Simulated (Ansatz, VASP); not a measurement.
# Ni3Ge in VASP and in Ansatz

```
CELL_PARAMETERS angstrom
3.53033 0.00000 0.00000
0.00000 3.53033 0.00000
0.00000 0.00000 3.53033
ATOMIC_POSITIONS crystal
Ni 0.50000 0.00000 0.50000
Ni 0.00000 0.50000 0.50000
Ni 0.50000 0.50000 0.00000
Ge 0.00000 0.00000 0.00000
```

Alike in both runs: task single point; functional r2SCAN; k mesh 12 × 12 × 12; occupations gaussian, width 0.5 eV; no spin polarisation.

```csv
,VASP,Ansatz
version,VASP 6.6.1,Ansatz 0.2.0
potentials or method,"VASP PAW PBE potentials, release 64 (Ni, Ge_d), cutoff 520 eV","scalar-relativistic, plane waves, PAW"
valence electrons in the cell,44,68
```

```tsv
	VASP	Ansatz	Ansatz less VASP
gap on the k mesh at the Fermi level (eV)	none	none	-
pressure (GPa)	1.5	1.1	-0.34
```

VASP's potentials were made for PBE, not for r2SCAN. A gap of «none» marks a metal or a gap that the smearing closes. VASP's potentials hold 44 valence electrons a cell and Ansatz's 68, so a difference there can come from the potentials and not from the codes.
